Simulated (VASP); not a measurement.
Runs of VASP 6.6.1 on Ta. The structure is that of space group I4/mmm (No. 139), or close to it. The cells are those of the table. 

```csv
cell,further INCAR settings,gap on the mesh (eV),pressure (GPa)
"a = 3.023 Å, angles 111.5, 114.3, 102.8°, 1 atom",ALGO = Fast; EDIFF = 1e-06; NBANDS = 12,none,(a)
"a = 3.092 Å, angles 107.9, 115.9, 104.8°, 1 atom",ALGO = Fast; EDIFF = 1e-06; NBANDS = 12,none,(b)
"a = 3.043 Å, angles 106.5, 114.8, 107.3°, 1 atom",ALGO = Fast; EDIFF = 1e-06; NBANDS = 12,none,-27.7
"a = 2.995 Å, angles 105.1, 113.6, 109.8°, 1 atom",ALGO = Fast; EDIFF = 1e-06; NBANDS = 12,none,-23.1
"a = 3.007 Å, angles 108.3, 113.9, 106.3°, 1 atom",ALGO = Fast; EDIFF = 1e-07; NBANDS = 12,none,-24.6
```

Alike in all rows: task single point; level PBEsol; potentials or basis VASP PAW PBE potentials, release 64 (Ta_pv); no spin polarisation; k mesh 20 × 20 × 20; cutoff (eV) 520; smearing gaussian 0.15 eV.

Q: Estimate the missing entries.

A: (a) -25.1; (b) -30.9.

Caveats: the PAW data sets were made with another functional, which shifts forces and pressure a little; spin-orbit coupling is left out, which moves the levels of the heavy elements; the cell stands under tension (at least some runs); the stress differs along the axes, from -29 to -22 GPa (at least some runs); the stress differs along the axes, from -26 to -20 GPa (at least some runs).

A k mesh can miss the band edges, and the runs leave out spin-orbit coupling on Ta.

A gap of «none» marks levels without a gap at the run's occupations.
